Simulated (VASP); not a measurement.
Input of a VASP 6.6.1 run:

Contents of INCAR:

```
SYSTEM = Hg
ALGO = Normal ; EDIFF = 1E-6
ENCUT = 520 ; ISIF = 2
ISMEAR = -1 ; LASPH = .True.
LCHARG = .False. ; LREAL = .False.
LWAVE = .False. ; NBANDS = 12
NELM = 80 ; PREC = Accurate
SIGMA = 0.1
```

File KPOINTS:

```
k-points
0
Gamma
  14 14 14
  0 0 0
```

File POSCAR:

```
Hg
1.0
    0.0000000000      2.2827098887      2.2827098887
    2.2827098887      0.0000000000      2.2827098887
    2.2827098887      2.2827098887      0.0000000000
Hg
1
Direct
    0.0000000000      0.0000000000      0.0000000000
```

Potentials or basis: VASP PAW LDA potentials, release 64 (Hg).

The run is started by

```console
$ cat potpaw_LDA.64/Hg/POTCAR > POTCAR
$ mpirun -np 1 vasp_std > vasp.out
```

(1) Estimate the pressure.

(2) What does it give for the band gap on the k mesh?

Answers

(1) -2.6 GPa.

(2) zero (band 6 reaches 2.77 eV, above the bottom of band 7 at 0.82 eV).

Caveat: spin-orbit coupling is left out, which moves the levels of the heavy elements.
